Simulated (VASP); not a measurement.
# In4Ru (I4/mmm) in VASP: notebook, part 3 of 3

VASP 6.6.1.

### 4 Relaxation of cell and atoms, PBE

This run uses another cell than the first one, of 24.16 Å³/atom, 0.704 times its volume.

Input file INCAR:

```
ALGO = Normal
EDIFF = 1E-6
EDIFFG = -0.08
ENCUT = 600
GGA = PE
IBRION = 2
ISIF = 3
ISMEAR = 0
LASPH = T
LCHARG = F
LREAL = F
LWAVE = F
NELM = 100
NSW = 36
PREC = Accurate
SIGMA = 0.2
```

Input file KPOINTS:

```
k-points
0
Gamma
  4 4 4
```

Input file POSCAR:

```
In4Ru
1.0
   -3.0226177500      3.0226177500      3.3056722100
    3.0226177500     -3.0226177500      3.3056722100
    3.0226177500      3.0226177500     -3.3056722100
In Ru
4 1
Direct
    0.3044707100      0.3044707100      0.6089414300
    0.6955292900      0.6955292900      0.3910585700
    0.3044707100      0.6955292900      0.0000000000
    0.6955292900      0.3044707100      0.0000000000
    0.0000000000      0.0000000000      0.0000000000
```

Potentials or basis: VASP PAW PBE potentials, release 64 (In_d, Ru_pv).

The run is started by

```bash
cat potpaw_PBE.64/In_d/POTCAR potpaw_PBE.64/Ru_pv/POTCAR > POTCAR
mpirun -np 1 vasp_std > vasp.out
```

OUTCAR:

```text
EDIFF = 1E-6
   EDIFFG = -0.08
   ENCUT = 600
   GGA = PE
   IBRION = 2
   ISIF = 3
   ISMEAR = 0
   LASPH = T
   LREAL = F
   NELM = 100
   NSW = 36
   PREC = Accurate

 ion  position               nearest neighbor table
   1  0.304  0.304  0.609-   3 2.36   4 2.36   5 2.60   2 3.34   2 3.43   2 3.43   4 3.68   3 3.68

   2  0.696  0.696  0.391-   3 2.36   4 2.36   5 2.60   1 3.34   1 3.43   1 3.43   4 3.68   3 3.68

   3  0.304  0.696  0.000-   1 2.36   2 2.36   5 2.60   4 3.34   4 3.43   4 3.43   1 3.68   2 3.68

   4  0.696  0.304  0.000-   1 2.36   2 2.36   5 2.60   3 3.34   3 3.43   3 3.43   1 3.68   2 3.68

   5  0.000  0.000  0.000-   3 2.60   4 2.60   1 2.60   2 2.60

  LATTYP: Found a body centered tetragonal cell.
 ALAT       =     6.0452355000
 C/A-ratio  =     1.0936454701

  Lattice vectors:

 A1 = (  -3.0226177500,   3.0226177500,   3.3056722100)
 A2 = (   3.0226177500,  -3.0226177500,   3.3056722100)
 A3 = (   3.0226177500,   3.0226177500,  -3.3056722100)

Analysis of symmetry for initial positions (statically):
=====================================================================
 Subroutine PRICEL returns:
 Original cell was already a primitive cell.

 Routine SETGRP: Setting up the symmetry group for a
 body centered tetragonal supercell.

 Subroutine GETGRP returns: Found 16 space group operations
 (whereof 16 operations were pure point group operations)
 out of a pool of 16 trial point group operations.

The static configuration has the point symmetry D_4h.

Analysis of symmetry for dynamics (positions and initial velocities):
=====================================================================
 Subroutine PRICEL returns:
 Original cell was already a primitive cell.

 Routine SETGRP: Setting up the symmetry group for a
 body centered tetragonal supercell.

 Subroutine GETGRP returns: Found 16 space group operations
 (whereof 16 operations were pure point group operations)
 out of a pool of 16 trial point group operations.

The dynamic configuration has the point symmetry D_4h.

 Subroutine INISYM returns: Found 16 space group operations
 (whereof 16 operations are pure point group operations),
 and found     1 'primitive' translations

----------------------------------------------------------------------------------------

                                     Primitive cell

  volume of cell :     120.8054

  direct lattice vectors                    reciprocal lattice vectors
    -3.022617750  3.022617750  3.305672210     0.000000000  0.165419527  0.151255166
     3.022617750 -3.022617750  3.305672210     0.165419527  0.000000000  0.151255166
     3.022617750  3.022617750 -3.305672210     0.165419527  0.165419527  0.000000000

  length of vectors
     5.403693634  5.403693634  5.403693634     0.224146705  0.224146705  0.233938539

  position of ions in fractional coordinates (direct lattice)
     0.304470710  0.304470710  0.608941430
     0.695529290  0.695529290  0.391058570
     0.304470710  0.695529290  0.000000000
     0.695529290  0.304470710  0.000000000
     0.000000000  0.000000000  0.000000000

  ion indices of the primitive-cell ions
   primitive index   ion index
                 1           1
                 2           2
                 3           3
                 4           4
[... 22 lines left out ...]

 Subroutine IBZKPT returns following result:
 ===========================================

 Found     13 irreducible k-points:

 Following reciprocal coordinates:
            Coordinates               Weight
  0.000000  0.000000  0.000000      1.000000
  0.250000 -0.000000  0.000000      8.000000
  0.500000 -0.000000  0.000000      4.000000
  0.250000  0.250000  0.000000      8.000000
  0.500000  0.250000  0.000000     16.000000
 -0.250000  0.250000  0.000000      4.000000
  0.500000  0.500000  0.000000      2.000000
  0.250000  0.250000  0.250000      2.000000
 -0.250000  0.250000  0.250000      4.000000
  0.500000  0.500000  0.250000      4.000000
 -0.250000  0.500000  0.250000      8.000000
 -0.250000 -0.250000  0.250000      2.000000
  0.500000  0.500000  0.500000      1.000000
   k-points           NKPTS =     13   k-points in BZ     NKDIM =     13   number of bands    NBANDS=     39
   number of dos      NEDOS =    301   number of ions     NIONS =      5
   total plane-waves  NPLWV = 110592
   dimension x,y,z NGX =    48 NGY =   48 NGZ =   48
   dimension x,y,z NGXF=    96 NGYF=   96 NGZF=   96
   ions per type =               4   1
   NGX,Y,Z   is equivalent  to a cutoff of  14.77, 14.77, 14.77 a.u.
   NGXF,Y,Z  is equivalent  to a cutoff of  29.53, 29.53, 29.53 a.u.
 SYSTEM =  unknown system
   PREC   = accura    normal or accurate (medium, high low for compatibility)
   ISTART =      0    job   : 0-new  1-cont  2-samecut
   ICHARG =      2    charge: 1-file 2-atom 10-const
   ISPIN  =      1    spin polarized calculation?
   LNONCOLLINEAR =      F non collinear calculations
   LSORBIT =      F    spin-orbit coupling
   LASPH  =      T    aspherical Exc in radial PAW
   ENCUT  =  600.0 eV  44.10 Ry    6.64 a.u.  10.79 10.79 10.79*2*pi/ulx,y,z
   NELM   =    100;   NELMIN=  2; NELMDL= -5     # of ELM steps
   EDIFF  = 0.1E-05   stopping-criterion for ELM
   LREAL  =      F    real-space projection
   EDIFFG = -.8E-01   stopping-criterion for IOM
   NSW    =     36    number of steps for IOM
   IBRION =      2    ionic relax: 0-MD 1-quasi-New 2-CG
   NFREE  =      1    steps in history (QN), initial steepest desc. (CG)
   ISIF   =      3    stress and relaxation
   ISYM   =      2    0-nonsym 1-usesym 2-fastsym
   POTIM  = 0.5000    time-step for ionic-motion
   TEBEG  =    0.0;   TEEND  =   0.0 temperature during run
   PSTRESS=    0.0 pullay stress
   NELECT =      66.0000    total number of electrons
   NUPDOWN=      -1.0000    fix difference up-down
   EMIN   =  10.00;   EMAX   =-10.00  energy-range for DOS
   EFERMI =   0.00;   METHOD = LEGACY
   ISMEAR =     0;   SIGMA  =   0.20  broadening in eV -4-tet -1-fermi 0-gaus
   EFERMI_NEDOS =   21; number of points for ismear=-14 and -15
   IALGO  =     38    algorithm
   IMIX   =      4    mixing-type and parameters
     AMIX     =   0.40;   BMIX     =  1.00
     AMIX_MAG =   1.60;   BMIX_MAG =  1.00
  volume/ion in A,a.u.               =      24.16       163.05
  Fermi-wavevector in a.u.,A,eV,Ry     =   1.338322  2.529063 24.369486  1.791107
  Thomas-Fermi vector in A             =   2.466802
   LORBIT       =      0    0 simple, 1 ext, 2 COOP (PROOUT), +10 PAW based schemes
   GGA     = PE    functional components
   LHFCALC =     F    Hartree Fock is set to
   AEXX    =    0.0000 exact exchange contribution
   IVDW    =     0    specifies the selected vdW correction
   LEPSILON=     F    determine dielectric tensor
   LRPA    =     F    only Hartree local field effects (RPA)
 conjugate gradient relaxation of ions
 non-spin polarized calculation
 Gauss-broadening in eV      SIGMA  =   0.20
  energy-cutoff  :      600.00
  volume of cell :      120.81
 maximum number of plane-waves:      4050
 NGX is ok and might be reduce to    48
   NGX = 21   NGY = 21   NGZ = 21

--------------------------------------- Ionic step        1  -------------------------------------------

 number of electron      66.0000000 magnetization

 Free energy of the ion-electron system (eV)
  ---------------------------------------------------
  ext. energy  EPLUGINS =         0.00000000
  ---------------------------------------------------
  free energy    TOTEN  =       -12.71294349 eV

  energy without entropy =      -12.62831156  energy(sigma->0) =      -12.67062752

------------------------ aborting loop because EDIFF is reached ----------------------------------------

  FORCE on cell =-STRESS in cart. coord.  units (eV):
  Direction    XX          YY          ZZ          XY          YZ          ZX
  --------------------------------------------------------------------------------------
  -------------------------------------------------------------------------------------
  Total       27.1587836     27.1587836     -5.3693027      0.0000000      0.0000000      0.0000000
  in kB      360.1924968    360.1924968    -71.2102045      0.0000000      0.0000000      0.0000000
  external PRESSURE =     216.3915964 kB  Pullay stress =       0.0000000 kB
[... 1207 lines left out ...]
     38       9.6516      0.00000
     39      13.3299      0.00000

[... ionic steps 4 to 8 ...]

--------------------------------------- Ionic step        9  -------------------------------------------

 number of electron      66.0000005 magnetization

------------------------ aborting loop because EDIFF is reached ----------------------------------------
[... 73 lines left out ...]
--------------------------------------- Ionic step       11  -------------------------------------------

 number of electron      65.9999996 magnetization

 Free energy of the ion-electron system (eV)
  ---------------------------------------------------
  ext. energy  EPLUGINS =         0.00000000
  ---------------------------------------------------
  free energy    TOTEN  =       -17.50433674 eV

  energy without entropy =      -17.42272749  energy(sigma->0) =      -17.46353212

 E-fermi :   6.5080     XC(G=0): -10.0380

 val. band max:        6.4722806384   @ k =   0.2500   0.2500   0.0000
 cond. band min:       6.5218107155   @ k =   0.5000   0.5000   0.5000
 fundamental gap:      0.0495300771
 Fermi energy:         6.5080434678
[... 576 lines left out ...]
  FREE ENERGIE OF THE ION-ELECTRON SYSTEM (eV)
  ---------------------------------------------------
  free  energy   TOTEN  =       -17.5043367366 eV

  energy  without entropy=      -17.4227274935  energy(sigma->0) =      -17.46353212

 reached required accuracy - stopping structural energy minimisation
```

OSZICAR:

```text
N       E                     dE             d eps       ncg     rms          rms(c)
DAV:   1     0.834297174472E+03    0.83430E+03   -0.35247E+04  1014   0.258E+03
DAV:   2     0.812232738122E+02   -0.75307E+03   -0.73839E+03  1014   0.645E+02
DAV:   3    -0.875969020501E+01   -0.89983E+02   -0.86917E+02  1141   0.235E+02
DAV:   4    -0.132062879667E+02   -0.44466E+01   -0.43895E+01  1207   0.559E+01
[... 126 lines left out ...]
DAV:   4    -0.175044646355E+02    0.15908E-03   -0.14480E-03  1138   0.290E-01    0.160E-01
DAV:   5    -0.175043682134E+02    0.96422E-04   -0.31326E-04  1274   0.189E-01    0.919E-02
DAV:   6    -0.175043400664E+02    0.28147E-04   -0.56297E-05  1314   0.796E-02    0.483E-02
DAV:   7    -0.175043369164E+02    0.31500E-05   -0.17120E-05  1343   0.448E-02    0.148E-02
DAV:   8    -0.175043367366E+02    0.17978E-06   -0.17786E-06   636   0.138E-02
  11 F= -.17504337E+02 E0= -.17463532E+02  d E =-.134791E-01
```

CONTCAR:

```text
In4Ru
   1.00000000000000
    -3.3635210983254136    3.3635210983254136    2.9219489913731316
     3.3635210983254136   -3.3635210983254136    2.9219489913731316
     3.3635210983254136    3.3635210983254136   -2.9219489913731316
  In              Ru
     4     1
Direct
     0.2817442710840737    0.2817442710840737    0.5634885521681553
     0.7182557289159262    0.7182557289159262    0.4365114478318447
     0.2817442710840737    0.7182557289159262    0.0000000000000000
     0.7182557289159263    0.2817442710840737    0.0000000000000000
     0.0000000000000000    1.0000000000000000    1.0000000000000000

  0.00000000E+00  0.00000000E+00  0.00000000E+00
  0.00000000E+00  0.00000000E+00  0.00000000E+00
  0.00000000E+00  0.00000000E+00  0.00000000E+00
  0.00000000E+00  0.00000000E+00  0.00000000E+00
  0.00000000E+00  0.00000000E+00  0.00000000E+00
```

Run time: 11 min. Hardware: 1 thread of Intel Xeon Platinum 8259CL at 2.50GHz (Skylake/Cascade Lake), shared host; peak memory 0.37 GiB.

What came out:

| Quantity | Value |
| --- | --- |
| Free energy | -17.5043 eV |
| Relaxed volume | 26.45 Å³/atom |
| Relaxed cell | a = 5.583 Å, b = 5.583 Å, c = 5.583 Å, α = 105.90°, β = 105.90°, γ = 116.88° |
| Space group after relaxing (to 0.05 Å) | I4/mmm (No. 139) |
| Energy gained by relaxing | 958.3 meV/atom |
| Ionic steps | 11 |
| Pressure after relaxing | -0.3 GPa |
| Band gap on the k mesh | zero (band 33 reaches 7.79 eV, above the bottom of band 34 at 6.35 eV) |

Stress tensor (GPa, compression positive):
```
-0.26  0.00  0.00
 0.00 -0.26  0.00
 0.00  0.00 -0.43
```

Step by step:
| step | energy change (eV) | largest force (eV/Å) | pressure (GPa) | volume (Å³) |
| --- | --- | --- | --- | --- |
| 1 | 0.0000 | 7.3186 | 21.64 | 120.81 |
| 2 | -3.1906 | 0.1604 | -6.14 | 182.44 |
| 3 | -4.4659 | 0.2734 | -3.65 | 149.77 |
| 4 | -4.4733 | 0.3113 | -3.43 | 148.86 |
| 5 | -4.4777 | 0.4048 | -2.88 | 146.90 |
| 6 | -4.6826 | 0.0225 | -0.76 | 137.74 |
| 7 | -4.7199 | 0.2776 | 0.73 | 133.17 |
| 8 | -4.7776 | 0.2551 | 0.03 | 132.53 |
| 9 | -4.7779 | 0.2562 | -0.03 | 132.47 |
| 10 | -4.7877 | 0.1312 | -0.18 | 132.35 |
| 11 | -4.7914 | 0.0001 | -0.32 | 132.23 |

Final structure:
```
CELL_PARAMETERS angstrom
-3.36352 3.36352 2.92195
3.36352 -3.36352 2.92195
3.36352 3.36352 -2.92195
ATOMIC_POSITIONS crystal
In 0.28174 0.28174 0.56349
In 0.71826 0.71826 0.43651
In 0.28174 0.71826 0.00000
In 0.71826 0.28174 0.00000
Ru 0.00000 0.00000 0.00000
```

Caveat: the k points lie up to 0.36 Å⁻¹ apart in the final cell; spin-orbit coupling is left out, which moves the levels of the heavy elements; the relaxation stopped at a loose force limit of 0.08 eV/Å, so its end isn't a converged minimum.

### 5 Summary

| task | cell | cutoff (eV) | gap on the mesh (eV) | pressure (GPa) | relaxed volume (Å³/atom) | largest force (eV/Å) |
| --- | --- | --- | --- | --- | --- | --- |
| single point | a = 6.278 Å, angles 100.2, 100.2, 130.1°, 5 atoms | 520 | none | 0.2 | - | 0.04 |
| relaxation of cell and atoms | relaxed from a = 5.419 Å, angles 105.4, 105.4, 118.0°, 5 atoms | 600 | none | -0.2 | 34.23 | 0.07 |
| relaxation of cell and atoms | relaxed from a = 5.404 Å, angles 112.0, 112.0, 104.6°, 5 atoms | 600 | none | -0.3 | 26.45 | - |

Alike in all rows: level PBE; potentials or basis VASP PAW PBE potentials, release 64 (In_d, Ru_pv); no spin polarisation; k mesh 4 × 4 × 4; smearing gaussian 0.2 eV.

Caveats: some runs use coarse meshes; spin-orbit coupling is left out, which moves the levels of the heavy elements; the relaxation stopped at a loose force limit of 0.08 eV/Å, so its end isn't a converged minimum (some runs); the volume moved by over 15 % at a fixed basis, so the end points are rough (some runs).

Absolute energies hang on the potentials; compare differences alone.
